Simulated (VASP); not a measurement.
# Mo3N4 (Pm-3m) in VASP: notebook

The runs below take Mo3N4 through relaxation of cell and atoms, with PBEsol.

Everything below comes from runs of VASP 6.6.1. Logs are shortened: lines on timing, memory, paths and dates and some standing lists are left out, and cuts for length are marked.

## Step 1: The cell of the first run

Symmetry: Pm-3m, No. 221, cubic system. The conventional cell has a = 4.019 Å, b = 4.019 Å, c = 4.019 Å, α = 90.00°, β = 90.00°, γ = 90.00°. Within 2.7 Å of Mo (site symmetry 4/mmm) lie 6 N at 2.01 Å. Within 2.7 Å of N (site symmetry m-3m) lie 6 Mo at 2.01 Å. N (site symmetry 4/mmm) has 4 Mo at 2.01 Å within 2.7 Å.

## Step 2: Relaxation of cell and atoms, PBEsol

INCAR

```
PREC = Accurate ; ENCUT = 600
EDIFF = 1E-7 ; ISMEAR = 0
SIGMA = 0.1 ; LREAL = F
LASPH = T ; NELM = 120
ALGO = Normal ; ISIF = 3
LWAVE = F ; LCHARG = F
GGA = PS ; IBRION = 2
NSW = 100 ; EDIFFG = -0.05
GGA_COMPAT = F ; NELMIN = 4
```

KPOINTS

```
regular mesh
0
Gamma
  6 6 6
```

POSCAR

```
Mo3N4
1.0
    4.0192176623      0.0000000000      0.0000000000
    0.0000000000      4.0192176623      0.0000000000
    0.0000000000      0.0000000000      4.0192176623
Mo N
3 4
Direct
    0.5000000000      0.5000000000      0.0000000000
    0.0000000000      0.5000000000      0.5000000000
    0.5000000000      0.0000000000      0.5000000000
    0.5000000000      0.5000000000      0.5000000000
    0.5000000000      0.0000000000      0.0000000000
    0.0000000000      0.5000000000      0.0000000000
    0.0000000000      0.0000000000      0.5000000000
```

Potentials or basis: VASP PAW PBE potentials, release 64 (Mo_sv, N).

The run is started by

```
cat potpaw_PBE.64/Mo_sv/POTCAR potpaw_PBE.64/N/POTCAR > POTCAR
mpirun -np 1 vasp_std > vasp.out
```

OUTCAR:

```text
PREC = Accurate
   ENCUT = 600
   EDIFF = 1E-7
   ISMEAR = 0
   LREAL = F
   LASPH = T
   NELM = 120
   ISIF = 3
   GGA = PS
   IBRION = 2
   NSW = 100
   EDIFFG = -0.05
   NELMIN = 4

 ion  position               nearest neighbor table
   1  0.500  0.500  0.000-   4 2.01   5 2.01   6 2.01   4 2.01   5 2.01   6 2.01   3 2.84   3 2.84
                             3 2.84   2 2.84   3 2.84   2 2.84   2 2.84   2 2.84
   2  0.000  0.500  0.500-   4 2.01   6 2.01   7 2.01   6 2.01   7 2.01   4 2.01   3 2.84   3 2.84
                             1 2.84   1 2.84   3 2.84   1 2.84   1 2.84   3 2.84
   3  0.500  0.000  0.500-   4 2.01   5 2.01   7 2.01   5 2.01   4 2.01   7 2.01   2 2.84   1 2.84
                             2 2.84   1 2.84   1 2.84   2 2.84   1 2.84   2 2.84
   4  0.500  0.500  0.500-   1 2.01   2 2.01   3 2.01   1 2.01   3 2.01   2 2.01
   5  0.500  0.000  0.000-   1 2.01   3 2.01   3 2.01   1 2.01
   6  0.000  0.500  0.000-   1 2.01   2 2.01   2 2.01   1 2.01
   7  0.000  0.000  0.500-   2 2.01   3 2.01   2 2.01   3 2.01

  LATTYP: Found a simple cubic cell.
 ALAT       =     4.0192176623

  Lattice vectors:

 A1 = (   4.0192176623,   0.0000000000,   0.0000000000)
 A2 = (   0.0000000000,   4.0192176623,   0.0000000000)
 A3 = (   0.0000000000,   0.0000000000,   4.0192176623)

Analysis of symmetry for initial positions (statically):
=====================================================================
 Subroutine PRICEL returns:
 Original cell was already a primitive cell.

 Routine SETGRP: Setting up the symmetry group for a
 simple cubic supercell.

 Subroutine GETGRP returns: Found 48 space group operations
 (whereof 48 operations were pure point group operations)
 out of a pool of 48 trial point group operations.

The static configuration has the point symmetry O_h .

Analysis of symmetry for dynamics (positions and initial velocities):
=====================================================================
 Subroutine PRICEL returns:
 Original cell was already a primitive cell.

 Routine SETGRP: Setting up the symmetry group for a
 simple cubic supercell.

 Subroutine GETGRP returns: Found 48 space group operations
 (whereof 48 operations were pure point group operations)
 out of a pool of 48 trial point group operations.

The dynamic configuration has the point symmetry O_h .

 Subroutine INISYM returns: Found 48 space group operations
 (whereof 48 operations are pure point group operations),
 and found     1 'primitive' translations

----------------------------------------------------------------------------------------

                                     Primitive cell

  volume of cell :      64.9269

  direct lattice vectors                    reciprocal lattice vectors
     4.019217662  0.000000000  0.000000000     0.248804639  0.000000000  0.000000000
     0.000000000  4.019217662  0.000000000     0.000000000  0.248804639  0.000000000
     0.000000000  0.000000000  4.019217662     0.000000000  0.000000000  0.248804639

  length of vectors
     4.019217662  4.019217662  4.019217662     0.248804639  0.248804639  0.248804639

  position of ions in fractional coordinates (direct lattice)
     0.500000000  0.500000000  0.000000000
     0.000000000  0.500000000  0.500000000
     0.500000000  0.000000000  0.500000000
     0.500000000  0.500000000  0.500000000
     0.500000000  0.000000000  0.000000000
     0.000000000  0.500000000  0.000000000
     0.000000000  0.000000000  0.500000000

  ion indices of the primitive-cell ions
   primitive index   ion index
                 1           1
                 2           2
                 3           3
                 4           4
                 5           5
                 6           6
                 7           7

----------------------------------------------------------------------------------------

 KPOINTS: regular mesh

Automatic generation of k-mesh.
 Grid dimensions read from file:
 generate k-points for:    6    6    6

 Generating k-lattice:

  Cartesian coordinates                     Fractional coordinates (reciprocal lattice)
     0.041467440  0.000000000  0.000000000     0.166666667  0.000000000  0.000000000
     0.000000000  0.041467440  0.000000000     0.000000000  0.166666667  0.000000000
     0.000000000  0.000000000  0.041467440     0.000000000  0.000000000  0.166666667

  Length of vectors
     0.041467440  0.041467440  0.041467440

  Shift w.r.t. Gamma in fractional coordinates (k-lattice)
     0.000000000  0.000000000  0.000000000

 Subroutine IBZKPT returns following result:
 ===========================================

 Found     20 irreducible k-points:

 Following reciprocal coordinates:
            Coordinates               Weight
  0.000000  0.000000  0.000000      1.000000
  0.166667  0.000000  0.000000      6.000000
  0.333333  0.000000  0.000000      6.000000
  0.500000  0.000000  0.000000      3.000000
  0.166667  0.166667  0.000000     12.000000
  0.333333  0.166667  0.000000     24.000000
[... 12 lines left out ...]
  0.500000  0.500000  0.333333      6.000000
  0.500000  0.500000  0.500000      1.000000
   k-points           NKPTS =     20   k-points in BZ     NKDIM =     20   number of bands    NBANDS=     37
   number of dos      NEDOS =    301   number of ions     NIONS =      7
   total plane-waves  NPLWV =  32768
   dimension x,y,z NGX =    32 NGY =   32 NGZ =   32
   dimension x,y,z NGXF=    64 NGYF=   64 NGZF=   64
   ions per type =               3   4
   NGX,Y,Z   is equivalent  to a cutoff of  13.24, 13.24, 13.24 a.u.
   NGXF,Y,Z  is equivalent  to a cutoff of  26.47, 26.47, 26.47 a.u.
 SYSTEM =  unknown system
   PREC   = accura    normal or accurate (medium, high low for compatibility)
   ISTART =      0    job   : 0-new  1-cont  2-samecut
   ICHARG =      2    charge: 1-file 2-atom 10-const
   ISPIN  =      1    spin polarized calculation?
   LNONCOLLINEAR =      F non collinear calculations
   LSORBIT =      F    spin-orbit coupling
   LASPH  =      T    aspherical Exc in radial PAW
   ENCUT  =  600.0 eV  44.10 Ry    6.64 a.u.   8.03  8.03  8.03*2*pi/ulx,y,z
   NELM   =    120;   NELMIN=  4; NELMDL= -5     # of ELM steps
   EDIFF  = 0.1E-06   stopping-criterion for ELM
   LREAL  =      F    real-space projection
   EDIFFG = -.5E-01   stopping-criterion for IOM
   NSW    =    100    number of steps for IOM
   IBRION =      2    ionic relax: 0-MD 1-quasi-New 2-CG
   NFREE  =      1    steps in history (QN), initial steepest desc. (CG)
   ISIF   =      3    stress and relaxation
   ISYM   =      2    0-nonsym 1-usesym 2-fastsym
   POTIM  = 0.5000    time-step for ionic-motion
   TEBEG  =    0.0;   TEEND  =   0.0 temperature during run
   PSTRESS=    0.0 pullay stress
   NELECT =      62.0000    total number of electrons
   NUPDOWN=      -1.0000    fix difference up-down
   EMIN   =  10.00;   EMAX   =-10.00  energy-range for DOS
   EFERMI =   0.00;   METHOD = LEGACY
   ISMEAR =     0;   SIGMA  =   0.10  broadening in eV -4-tet -1-fermi 0-gaus
   EFERMI_NEDOS =   21; number of points for ismear=-14 and -15
   IALGO  =     38    algorithm
   IMIX   =      4    mixing-type and parameters
     AMIX     =   0.40;   BMIX     =  1.00
     AMIX_MAG =   1.60;   BMIX_MAG =  1.00
  volume/ion in A,a.u.               =       9.28        62.59
  Fermi-wavevector in a.u.,A,eV,Ry     =   1.612119  3.046464 35.360575  2.598929
  Thomas-Fermi vector in A             =   2.707400
   LORBIT       =      0    0 simple, 1 ext, 2 COOP (PROOUT), +10 PAW based schemes
   GGA     = PS    functional components
   LHFCALC =     F    Hartree Fock is set to
   AEXX    =    0.0000 exact exchange contribution
   IVDW    =     0    specifies the selected vdW correction
   LEPSILON=     F    determine dielectric tensor
   LRPA    =     F    only Hartree local field effects (RPA)
 conjugate gradient relaxation of ions
 non-spin polarized calculation
 Gauss-broadening in eV      SIGMA  =   0.10
  energy-cutoff  :      600.00
  volume of cell :       64.93
 maximum number of plane-waves:      2192
   NGX = 17   NGY = 17   NGZ = 17

--------------------------------------- Ionic step        1  -------------------------------------------

 number of electron      62.0000021 magnetization

 Free energy of the ion-electron system (eV)
  ---------------------------------------------------
  ext. energy  EPLUGINS =         0.00000000
  ---------------------------------------------------
  free energy    TOTEN  =       -70.92552405 eV

  energy without entropy =      -70.89627879  energy(sigma->0) =      -70.91090142

------------------------ aborting loop because EDIFF is reached ----------------------------------------

  FORCE on cell =-STRESS in cart. coord.  units (eV):
  Direction    XX          YY          ZZ          XY          YZ          ZX
  --------------------------------------------------------------------------------------
  -------------------------------------------------------------------------------------
  Total       19.0773979     19.0773979     19.0773979      0.0000000     -0.0000000      0.0000000
  in kB      470.7660564    470.7660564    470.7660564      0.0000000     -0.0000000      0.0000000
  external PRESSURE =     470.7660564 kB  Pullay stress =       0.0000000 kB
[... 26 lines left out ...]
  energy  without entropy=      -70.8962787882  energy(sigma->0) =      -70.91090142

--------------------------------------- Ionic step        2  -------------------------------------------

 number of electron      62.0000020 magnetization

 E-fermi :   7.4042     XC(G=0): -11.7780

 val. band max:        7.4023856217   @ k =   0.5000   0.3333   0.1667
 cond. band min:       7.4064882892   @ k =   0.5000   0.5000   0.0000
 fundamental gap:      0.0041026675
 Fermi energy:         7.4042213745

 k-point     1 :       0.0000    0.0000    0.0000
  band No.  band energies     occupation
      1     -54.8966      2.00000
      2     -54.8503      2.00000
      3     -54.8503      2.00000
      4     -29.1011      2.00000
      5     -29.1011      2.00000
      6     -29.1011      2.00000
[... 868 lines left out ...]
  energy  without entropy=      -71.8685157320  energy(sigma->0) =      -71.88569918

--------------------------------------- Ionic step        4  -------------------------------------------

 number of electron      61.9999987 magnetization

 Free energy of the ion-electron system (eV)
  ---------------------------------------------------
  ext. energy  EPLUGINS =         0.00000000
  ---------------------------------------------------
  free energy    TOTEN  =       -71.91172406 eV

  energy without entropy =      -71.87772160  energy(sigma->0) =      -71.89472283

 E-fermi :  11.1745     XC(G=0): -13.1879

 val. band max:       11.1647930247   @ k =   0.5000   0.1667   0.1667
 cond. band min:      11.1870640543   @ k =   0.5000   0.1667   0.0000
 fundamental gap:      0.0222710296
 Fermi energy:        11.1744740624

 k-point     1 :       0.0000    0.0000    0.0000
  band No.  band energies     occupation
      1     -51.2483      2.00000
      2     -51.0923      2.00000
      3     -51.0923      2.00000
      4     -25.7769      2.00000
      5     -25.7769      2.00000
      6     -25.7769      2.00000
[... 823 lines left out ...]
  FREE ENERGIE OF THE ION-ELECTRON SYSTEM (eV)
  ---------------------------------------------------
  free  energy   TOTEN  =       -71.9117240642 eV

  energy  without entropy=      -71.8777215975  energy(sigma->0) =      -71.89472283

 reached required accuracy - stopping structural energy minimisation
```

Run time: 4.1 min. Hardware: 1 thread of Intel Xeon 8259CL, shared host; peak memory 0.21 GiB.

What came out:

- Free energy: -71.9117 eV
- Relaxed volume: 10.35 Å³/atom
- Relaxed cell: a = 4.169 Å, b = 4.169 Å, c = 4.169 Å, α = 90.00°, β = 90.00°, γ = 90.00°
- Space group after relaxing (to 0.1 Å): Pm-3m (No. 221)
- Energy gained by relaxing: 140.9 meV/atom
- Ionic steps: 4
- Pressure after relaxing: -0.5 GPa
- Band gap on the k mesh: zero (bands 31 and 32 overlap by 1.98 eV)

The path:
```csv
step,energy change (eV),largest force (eV/Å),pressure (GPa),volume (Å³)
1,0.0000,0.0000,47.08,64.93
2,3.3165,0.0000,-49.93,94.05
3,-0.9774,0.0000,-3.63,73.12
4,-0.9862,0.0000,-0.52,72.44
```

Final structure:
```cif
data_structure
_symmetry_space_group_name_H-M 'P 1'
_symmetry_Int_Tables_number 1
_cell_length_a 4.1687
_cell_length_b 4.1687
_cell_length_c 4.1687
_cell_angle_alpha 90.000
_cell_angle_beta 90.000
_cell_angle_gamma 90.000
_cell_volume 72.44
loop_
_atom_site_label
_atom_site_type_symbol
_atom_site_fract_x
_atom_site_fract_y
_atom_site_fract_z
_atom_site_occupancy
Mo1 Mo 0.50000 0.50000 0.00000 1
Mo2 Mo 0.00000 0.50000 0.50000 1
Mo3 Mo 0.50000 0.00000 0.50000 1
N1 N 0.50000 0.50000 0.50000 1
N2 N 0.50000 0.00000 0.00000 1
N3 N 0.00000 0.50000 0.00000 1
N4 N 0.00000 0.00000 0.50000 1
```

Caveat: the PAW data sets were made with another functional, which shifts forces and pressure a little.

## Step 3: Relaxation of cell and atoms, PBEsol

This run uses another cell than the first one, of 10.32 Å³/atom.

INCAR

```
SYSTEM = Mo3N4
PREC = Accurate ; ENCUT = 600
EDIFF = 1E-7 ; ISMEAR = 0
SIGMA = 0.1 ; LREAL = .False.
LASPH = .True. ; NELM = 120
ALGO = Normal ; ISIF = 3
LWAVE = .False. ; LCHARG = .False.
GGA = PS ; IBRION = 2
NSW = 100 ; EDIFFG = -0.005
GGA_COMPAT = .False. ; NELMIN = 4
```

KPOINTS

```
Automatic mesh
0
Gamma
  8 8 8
  0 0 0
```

Changes to POSCAR since step 2:

```diff
@@ -2,5 +2,5 @@
 1.0
-    4.0192176623      0.0000000000      0.0000000000
-    0.0000000000      4.0192176623      0.0000000000
-    0.0000000000      0.0000000000      4.0192176623
+    4.1644377373      0.0000000000      0.0000000000
+    0.0000000000      4.1644377373      0.0000000000
+    0.0000000000      0.0000000000      4.1644377373
 Mo N
```

Potentials or basis: VASP PAW PBE potentials, release 64 (Mo_sv, N).

The run is started by

```
cat potpaw_PBE.64/Mo_sv/POTCAR potpaw_PBE.64/N/POTCAR > POTCAR
mpirun -np 1 vasp_std > vasp.out
```

Run time: 5.6 min. Hardware: 1 thread of Intel Xeon 8259CL, shared host; peak memory 0.26 GiB.

Results (log left out):

```
Free energy                           : -71.9519 eV
Relaxed volume                        : 10.32 Å³/atom
Relaxed cell                          : a = 4.165 Å, b = 4.165 Å, c = 4.165 Å, α = 90.00°, β = 90.00°, γ = 90.00°
Space group after relaxing (to 0.1 Å) : Pm-3m (No. 221)
Energy gained by relaxing             : 0.0 meV/atom
Ionic steps                           : 3
Pressure after relaxing               : 0.0 GPa
Band gap on the k mesh                : zero (bands 31 and 32 overlap by 1.96 eV)
```

Final structure:
```yaml
crystal:
  lattice:
    - [4.16535, 0.00000, 0.00000]
    - [0.00000, 4.16535, 0.00000]
    - [0.00000, 0.00000, 4.16535]
  atoms:
    - { symbol: Mo, position: [0.50000, 0.50000, 0.00000] }
    - { symbol: Mo, position: [0.00000, 0.50000, 0.50000] }
    - { symbol: Mo, position: [0.50000, 0.00000, 0.50000] }
    - { symbol: N, position: [0.50000, 0.50000, 0.50000] }
    - { symbol: N, position: [0.50000, 0.00000, 0.00000] }
    - { symbol: N, position: [0.00000, 0.50000, 0.00000] }
    - { symbol: N, position: [0.00000, 0.00000, 0.50000] }
```

Levels at points of the mesh, in eV from the Fermi level:
```csv
k point,band 29,band 30,band 31,band 32,band 33,band 34
"(0.00, 0.00, 0.00)",-1.60,-1.60,-1.60,-0.90,-0.90,-0.90
"(0.50, 0.00, 0.00)",-2.87,-1.58,-0.31,0.04,0.04,0.33
"(0.50, 0.50, 0.00)",-0.67,0.06,0.52,0.60,0.60,0.95
"(0.50, 0.50, 0.50)",0.72,0.72,0.72,1.61,1.61,1.61
```

Caveat: the PAW data sets were made with another functional, which shifts forces and pressure a little.

(Continued in part 2 of 2.)
